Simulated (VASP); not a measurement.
Here is a VASP 6.6.1 calculation.

INCAR

```
SYSTEM = HfH6
PREC = Accurate
ENCUT = 520
EDIFF = 1E-6
ISMEAR = 0
SIGMA = 0.1
LREAL = .FALSE.
LASPH = .TRUE.
NELM = 80
ALGO = Normal
ISIF = 2
LWAVE = .FALSE.
LCHARG = .FALSE.
GGA = PE
NBANDS = 17
```

KPOINTS

```
regular mesh
0
G
  4 4 4
  0 0 0
```

The input POSCAR:

```
HfH6
1.0
    3.8056228900      0.0000000000      0.0000000000
    0.0000000000      3.8056228900      0.0000000000
    0.0000000000      0.0000000000      3.8056228900
Hf H
1 6
Direct
    0.0000000000      0.0000000000      0.0000000000
    0.3818061700      0.0000000000      0.0000000000
    0.6181938300      0.0000000000      0.0000000000
    0.0000000000      0.3818061700      0.0000000000
    0.0000000000      0.6181938300      0.0000000000
    0.0000000000      0.0000000000      0.3818061700
    0.0000000000      0.0000000000      0.6181938300
```

Potentials or basis: VASP PAW PBE potentials, release 64 (Hf_pv, H).

Run with:

```console
$ cat potpaw_PBE.64/Hf_pv/POTCAR potpaw_PBE.64/H/POTCAR > POTCAR
$ mpirun -np 1 vasp_std > vasp.out
```

**Question.** Predict the largest force.

**Answer.** 7.832 eV/Å.

**Question.** Estimate the pressure.

**Answer.** 61.3 GPa.

Forces in eV/Å, atoms in the order of the input:
```
Hf   0.000  0.000  0.000
H    7.832  0.000  0.000
H   -7.832  0.000  0.000
H    0.000  7.832  0.000
H    0.000 -7.832  0.000
H    0.000  0.000  7.832
H    0.000  0.000 -7.832
```

Caveat: the k points lie up to 0.41 Å⁻¹ apart; forces of over 1 eV/Å act on the atoms, so gaps and moduli don't describe the material at rest.
